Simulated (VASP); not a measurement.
# TaSi2 (P2) in VASP: a series of runs

The runs below take TaSi2 through single point, with PBE.

Program: VASP 6.6.1. These are calculated values, not measurements. Logs are shortened: lines on timing, memory, paths and dates and some standing lists are left out, and cuts for length are marked.

### Step 1. The cell of the first run

The structure is monoclinic, space group P2 (No. 3). Conventional cell: a = 4.758 Å, b = 6.599 Å, c = 4.805 Å, α = 90.00°, β = 119.03°, γ = 90.00°. Within 3.4 Å of Ta (site symmetry 2) lie 10 Si at 2.61 to 2.84 Å and 4 Ta at 3.24 to 3.27 Å. Ta (site symmetry 2) has 10 Si at 2.62 to 2.81 Å and 4 Ta at 3.24 to 3.26 Å within 3.5 Å. Within 3.4 Å of Ta (site symmetry 2) lie 10 Si at 2.61 to 2.87 Å and 4 Ta at 3.26 to 3.27 Å. Within 3.4 Å of Si (site symmetry 1) lie 9 Si at 2.56 to 3.36 Å and 5 Ta at 2.61 to 2.84 Å. Within 3.4 Å of Si (site symmetry 1) lie 9 Si at 2.57 to 3.34 Å and 5 Ta at 2.62 to 2.81 Å. Si (site symmetry 1) has 9 Si at 2.56 to 3.36 Å and 5 Ta at 2.61 to 2.87 Å within 3.4 Å.

### Step 2. Single point, PBE (strain +0.0225 x Voigt [0, 0, 0, 0, 0, 1])

The input, INCAR:

```
SYSTEM = TaSi2
ALGO = Normal
EDIFF = 1E-6
ENCUT = 520
GGA = PE
ISIF = 2
ISMEAR = 0
LASPH = .TRUE.
LCHARG = .FALSE.
LREAL = .FALSE.
LWAVE = .FALSE.
NBANDS = 38
NELM = 100
PREC = Accurate
SIGMA = 0.15
```

The input, KPOINTS:

```
k-points
0
G
  9 9 6
  0 0 0
```

The input, POSCAR:

```
TaSi2
1.0
    4.8051009126      0.0540573853      0.0000000000
   -2.3557353874      4.1343107654      0.0000000000
    0.0000000000      0.0000000000      6.5988658829
Ta Si
3 6
Direct
    0.5000000000      0.0000000000      0.5000000000
    0.5000000000      0.5000000000      0.8333333333
    0.0000000000      0.5000000000      0.1666666667
    0.1589199925      0.3178399850      0.5000000000
    0.8410800075      0.1589199925      0.8333333333
    0.6821600150      0.8410800075      0.1666666667
    0.8410800075      0.6821600150      0.5000000000
    0.1589199925      0.8410800075      0.8333333333
    0.3178399850      0.1589199925      0.1666666667
```

Potentials or basis: VASP PAW PBE potentials, release 64 (Ta_pv, Si).

Launch:

```sh
$ cat potpaw_PBE.64/Ta_pv/POTCAR potpaw_PBE.64/Si/POTCAR > POTCAR
$ mpirun -np 1 vasp_std > vasp.out
```

OUTCAR:

```text
SYSTEM = TaSi2
   EDIFF = 1E-6
   ENCUT = 520
   GGA = PE
   ISIF = 2
   ISMEAR = 0
   LASPH = .TRUE.
   LREAL = .FALSE.
   NELM = 100
   PREC = Accurate

 ion  position               nearest neighbor table
   1  0.500  0.000  0.500-   6 2.61   9 2.61   8 2.63   5 2.63   4 2.72   7 2.72   4 2.77   7 2.77
                             4 2.84   7 2.84   2 3.24   2 3.24   3 3.27   3 3.27
   2  0.500  0.500  0.833-   6 2.62   9 2.62   7 2.63   4 2.63   5 2.74   8 2.74   8 2.77   5 2.77
                             8 2.81   5 2.81   1 3.24   1 3.24   3 3.26   3 3.26
   3  0.000  0.500  0.167-   4 2.61   7 2.61   5 2.62   8 2.62   6 2.72   9 2.72   9 2.74   6 2.74
                             6 2.87   9 2.87   2 3.26   2 3.26   1 3.27   1 3.27
   4  0.159  0.318  0.500-   9 2.56   5 2.57   3 2.61   2 2.63   7 2.65   1 2.72   1 2.77   7 2.81
                             1 2.84   7 2.87
   5  0.841  0.159  0.833-   6 2.57   4 2.57   3 2.62   8 2.62   1 2.63   2 2.74   2 2.77   2 2.81
                             8 2.84   8 2.87
   6  0.682  0.841  0.167-   7 2.56   5 2.57   1 2.61   2 2.62   9 2.67   3 2.72   3 2.74   9 2.81
                             9 2.84   3 2.87
   7  0.841  0.682  0.500-   6 2.56   8 2.57   3 2.61   2 2.63   4 2.65   1 2.72   1 2.77   4 2.81
                             1 2.84   4 2.87
   8  0.159  0.841  0.833-   9 2.57   7 2.57   3 2.62   5 2.62   1 2.63   2 2.74   2 2.77   2 2.81
                             5 2.84   5 2.87
   9  0.318  0.159  0.167-   4 2.56   8 2.57   1 2.61   2 2.62   6 2.67   3 2.72   3 2.74   6 2.81
                             6 2.84   3 2.87

  Warning from LATTYP: Monoclinic adjustment (A1->A3, A2->A1, A3->A2)!
  LATTYP: Found a simple monoclinic cell.
 ALAT       =     4.7583626092
 B/A-ratio  =     1.3867934046
 C/A-ratio  =     1.0098862509
 COS(beta)  =    -0.4852674048

  Lattice vectors:

 A1 = (  -2.3557353874,   4.1343107654,   0.0000000000)
 A2 = (   0.0000000000,   0.0000000000,   6.5988658829)
 A3 = (   4.8051009126,   0.0540573853,   0.0000000000)

Analysis of symmetry for initial positions (statically):
=====================================================================
 Subroutine PRICEL returns:
 Original cell was already a primitive cell.

 Routine SETGRP: Setting up the symmetry group for a
 simple monoclinic supercell.

 Subroutine GETGRP returns: Found  2 space group operations
 (whereof  2 operations were pure point group operations)
 out of a pool of  4 trial point group operations.

The static configuration has the point symmetry C_2 .

Analysis of symmetry for dynamics (positions and initial velocities):
=====================================================================
 Subroutine PRICEL returns:
 Original cell was already a primitive cell.

 Routine SETGRP: Setting up the symmetry group for a
 simple monoclinic supercell.
[... 132 lines left out ...]
   EMIN   =  10.00;   EMAX   =-10.00  energy-range for DOS
   EFERMI =   0.00;   METHOD = LEGACY
   ISMEAR =     0;   SIGMA  =   0.15  broadening in eV -4-tet -1-fermi 0-gaus
   EFERMI_NEDOS =   21; number of points for ismear=-14 and -15
   IALGO  =     38    algorithm
   IMIX   =      4    mixing-type and parameters
     AMIX     =   0.40;   BMIX     =  1.00
     AMIX_MAG =   1.60;   BMIX_MAG =  1.00
  volume/ion in A,a.u.               =      14.66        98.92
  Fermi-wavevector in a.u.,A,eV,Ry     =   1.237608  2.338740 20.839685  1.531674
  Thomas-Fermi vector in A             =   2.372168
   LORBIT       =      0    0 simple, 1 ext, 2 COOP (PROOUT), +10 PAW based schemes
   GGA     = PE    functional components
   LHFCALC =     F    Hartree Fock is set to
   AEXX    =    0.0000 exact exchange contribution
   IVDW    =     0    specifies the selected vdW correction
   LEPSILON=     F    determine dielectric tensor
   LRPA    =     F    only Hartree local field effects (RPA)
 non-spin polarized calculation
 Gauss-broadening in eV      SIGMA  =   0.15
  energy-cutoff  :      520.00
  volume of cell :      131.93
 maximum number of plane-waves:      3575
   NGX = 17   NGY = 17   NGZ = 25

 number of electron      57.0000004 magnetization

 Free energy of the ion-electron system (eV)
  ---------------------------------------------------
  ext. energy  EPLUGINS =         0.00000000
  ---------------------------------------------------
  free energy    TOTEN  =       -72.24044097 eV

  energy without entropy =      -72.19500910  energy(sigma->0) =      -72.21772503

 E-fermi :   9.2225     XC(G=0): -12.0154

 val. band max:        9.2206128916   @ k =   0.1111   0.3333   0.5000
 cond. band min:       9.2233699837   @ k =  -0.3333   0.4444   0.5000
 fundamental gap:      0.0027570921
 Fermi energy:         9.2225355135

 k-point     1 :       0.0000    0.0000    0.0000
  band No.  band energies     occupation
      1     -25.1931      2.00000
      2     -25.1850      2.00000
      3     -25.1704      2.00000
      4     -25.1267      2.00000
      5     -25.1094      2.00000
      6     -25.0271      2.00000
[... 973 lines left out ...]
     37      12.8825      0.00000
     38      13.3935      0.00000

 [... further k-points ...]

------------------------ aborting loop because EDIFF is reached ----------------------------------------

  FORCE on cell =-STRESS in cart. coord.  units (eV):
  Direction    XX          YY          ZZ          XY          YZ          ZX
  --------------------------------------------------------------------------------------
  -------------------------------------------------------------------------------------
  Total        0.2453813      0.1564958      0.1272216     -2.6907814      0.0000000      0.0000000
  in kB        2.9799023      1.9004793      1.5449751    -32.6767616      0.0000000      0.0000000
  external PRESSURE =       2.1417856 kB  Pullay stress =       0.0000000 kB

 VOLUME and BASIS-vectors are now :
 -----------------------------------------------------------------------------
  energy-cutoff  :      520.00
  volume of cell :      131.93
      direct lattice vectors                 reciprocal lattice vectors
     4.805100913  0.054057385  0.000000000     0.206786618  0.117827271  0.000000000
    -2.355735387  4.134310765  0.000000000    -0.002703799  0.240337658  0.000000000
     0.000000000  0.000000000  6.598865883     0.000000000  0.000000000  0.151541192

 POSITION                                       TOTAL-FORCE (eV/Angst)
 -----------------------------------------------------------------------------------
      2.40255      0.02703      3.29943        -0.000000      0.000000      0.128060
      1.22468      2.09418      5.49905        -0.000000      0.000000     -0.062736
     -1.17787      2.06716      1.09981        -0.000000      0.000000     -0.065121
      0.01488      1.32264      3.29943        -0.054782      0.009512      0.050712
      3.66710      0.70249      5.49905        -0.014468      0.034927     -0.022190
      1.29649      3.51416      1.09981        -0.004643      0.033549     -0.028623
      2.43449      2.86573      3.29943         0.054782     -0.009512      0.050712
     -1.21774      3.48588      5.49905         0.014468     -0.034927     -0.022190
      1.15288      0.67421      1.09981         0.004643     -0.033549     -0.028623
 -----------------------------------------------------------------------------------
    total drift:                               -0.000000     -0.000000     -0.000014

  FREE ENERGIE OF THE ION-ELECTRON SYSTEM (eV)
  ---------------------------------------------------
  free  energy   TOTEN  =       -72.2404409661 eV

  energy  without entropy=      -72.1950091015  energy(sigma->0) =      -72.21772503
```

OSZICAR:

```text
N       E                     dE             d eps       ncg     rms          rms(c)
DAV:   1     0.384678650997E+03    0.38468E+03   -0.28132E+04 12480   0.141E+03
DAV:   2    -0.550000449234E+02   -0.43968E+03   -0.42794E+03 14260   0.360E+02
DAV:   3    -0.742538446117E+02   -0.19254E+02   -0.18863E+02 15912   0.659E+01
DAV:   4    -0.746102333844E+02   -0.35639E+00   -0.35422E+00 15800   0.885E+00
DAV:   5    -0.746154090611E+02   -0.51757E-02   -0.51714E-02 15512   0.113E+00    0.308E+01
DAV:   6    -0.724778923111E+02    0.21375E+01   -0.85724E+00 15956   0.132E+01    0.140E+01
DAV:   7    -0.722675418419E+02    0.21035E+00   -0.56797E-01 15520   0.373E+00    0.451E+00
DAV:   8    -0.722413899212E+02    0.26152E-01   -0.57441E-02 15936   0.138E+00    0.507E-01
DAV:   9    -0.722407215534E+02    0.66837E-03   -0.76118E-03 16442   0.657E-01    0.339E-01
DAV:  10    -0.722404292676E+02    0.29229E-03   -0.18147E-03 16390   0.327E-01    0.131E-01
DAV:  11    -0.722404557190E+02   -0.26451E-04   -0.25547E-04 15384   0.107E-01    0.318E-02
DAV:  12    -0.722404438078E+02    0.11911E-04   -0.25823E-05 16120   0.303E-02    0.121E-02
DAV:  13    -0.722404412570E+02    0.25508E-05   -0.50541E-06 14130   0.156E-02    0.254E-03
DAV:  14    -0.722404409661E+02    0.29086E-06   -0.50722E-07  9160   0.493E-03
   1 F= -.72240441E+02 E0= -.72217725E+02  d E =-.454319E-01
```

It took 4.6 min on 1 thread of Intel Xeon 6975P-C (Granite Rapids), shared host; peak memory 0.7 GiB.

Results:

| Item | Value |
| --- | --- |
| Free energy | -72.2404 eV |
| Pressure | 0.2 GPa |
| Largest force | 0.128 eV/Å |
| Band gap on the k mesh | zero (an odd number of electrons rules out a gap without spin polarisation) |

Forces in eV/Å, atoms in the order of the input:
```
Ta   0.000  0.000  0.128
Ta   0.000  0.000 -0.063
Ta   0.000  0.000 -0.065
Si  -0.055  0.010  0.051
Si  -0.014  0.035 -0.022
Si  -0.005  0.034 -0.029
Si   0.055 -0.010  0.051
Si   0.014 -0.035 -0.022
Si   0.005 -0.034 -0.029
```

Stress tensor (GPa, compression positive):
```
 0.30 -3.27  0.00
-3.27  0.19  0.00
 0.00  0.00  0.15
```

Caveat: the cell differs from its parent crystal (strain +0.0225 x Voigt [0, 0, 0, 0, 0, 1]); spin-orbit coupling is left out, which moves the levels of the heavy elements.

### Step 3. Single point, PBE (strain +0.0075 x Voigt [0, 0, 0, 0, 0, 1])

The input, INCAR:

```
ALGO = Normal ; EDIFF = 1E-6
ENCUT = 520 ; GGA = PE
ISIF = 2 ; ISMEAR = 0
LASPH = T ; LCHARG = T
LELF = T ; LREAL = F
LVHAR = T ; LWAVE = F
NBANDS = 38 ; NELM = 100
PREC = Accurate ; SIGMA = 0.15
```

The input, KPOINTS:

```
k-points
0
Gamma
  9 9 6
```

Edit POSCAR of step 2 so:

```diff
@@ -2,4 +2,4 @@
 1.0
-    4.8051009126      0.0540573853      0.0000000000
-   -2.3557353874      4.1343107654      0.0000000000
+    4.8051009126      0.0180191284      0.0000000000
+   -2.3869454333      4.1523298938      0.0000000000
     0.0000000000      0.0000000000      6.5988658829
```

Potentials or basis: VASP PAW PBE potentials, release 64 (Ta_pv, Si).

Launch:

```sh
$ cat potpaw_PBE.64/Ta_pv/POTCAR potpaw_PBE.64/Si/POTCAR > POTCAR
$ mpirun -np 1 vasp_std > vasp.out
```

Run time: 11 min. Hardware: 1 thread of Intel Xeon Platinum 8488C (Sapphire Rapids), shared host; peak memory 0.69 GiB.

The run converged. Its results:

```yaml
Free_energy: -72.2674 eV
Pressure: 0.1 GPa
Largest_force: 0.043 eV/Å
Band_gap_on_the_k_mesh: zero (an odd number of electrons rules out a gap without spin polarisation)
```

Forces on the atoms (eV/Å):
```
Ta   0.000  0.000  0.043
Ta   0.000  0.000 -0.021
Ta   0.000  0.000 -0.022
Si  -0.018  0.006  0.017
Si  -0.007  0.014 -0.008
Si  -0.004  0.009 -0.009
Si   0.018 -0.006  0.017
Si   0.007 -0.014 -0.008
Si   0.004 -0.009 -0.009
```

Stress tensor (GPa, compression positive):
```
 0.12 -1.09  0.00
-1.09  0.11  0.00
 0.00  0.00  0.14
```

Levels at points of the mesh, in eV from the Fermi level:
| k point | band 27 | band 28 | band 29 | band 30 | band 31 | band 32 |
| --- | --- | --- | --- | --- | --- | --- |
| (0.00, 0.00, 0.00) | -2.18 | -2.15 | -1.49 | 0.73 | 2.91 | 2.96 |
| (0.00, 0.00, 0.50) | -1.81 | -1.77 | 1.11 | 1.12 | 2.50 | 2.56 |

Caveat: the cell differs from its parent crystal (strain +0.0075 x Voigt [0, 0, 0, 0, 0, 1]); spin-orbit coupling is left out, which moves the levels of the heavy elements.
